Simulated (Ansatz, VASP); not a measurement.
AlGa3N4: VASP beside Ansatz

```xyz
8
Lattice="4.4225 0.0000 0.0000 0.0000 4.4225 0.0000 0.0000 0.0000 4.4225" Properties=species:S:1:pos:R:3 pbc="T T T"
Al    0.0000    0.0000    0.0000
Ga    2.2112    2.2112    0.0000
Ga    2.2112    0.0000    2.2112
Ga    0.0000    2.2112    2.2112
N     3.3391    3.3391    1.0834
N     3.3391    1.0834    3.3391
N     1.0834    3.3391    3.3391
N     1.0834    1.0834    1.0834
```

Alike in both runs: task relaxation of the atoms; functional PBEsol; k mesh 6 × 6 × 6; occupations gaussian, width 0.02 eV; no spin polarisation.

|  | VASP | Ansatz |
| --- | --- | --- |
| version | VASP 6.6.1 | Ansatz 0.2.0 |
| potentials or method | VASP PAW PBE potentials, release 64 (Al, Ga_d, N), cutoff 520 eV | scalar-relativistic, plane waves, PAW |
| valence electrons in the cell | 62 | 62 |

```csv
,VASP,Ansatz,Ansatz less VASP
"gap on the k mesh at the Fermi level, each at its own relaxed structure (eV)",2.52,2.50,-0.021
```

VASP's potentials were made for PBE, not for PBEsol. Ansatz's warnings: stress scf threshold loose.

Noted on VASP's run: the relaxation stopped at its first step, so nothing moved.
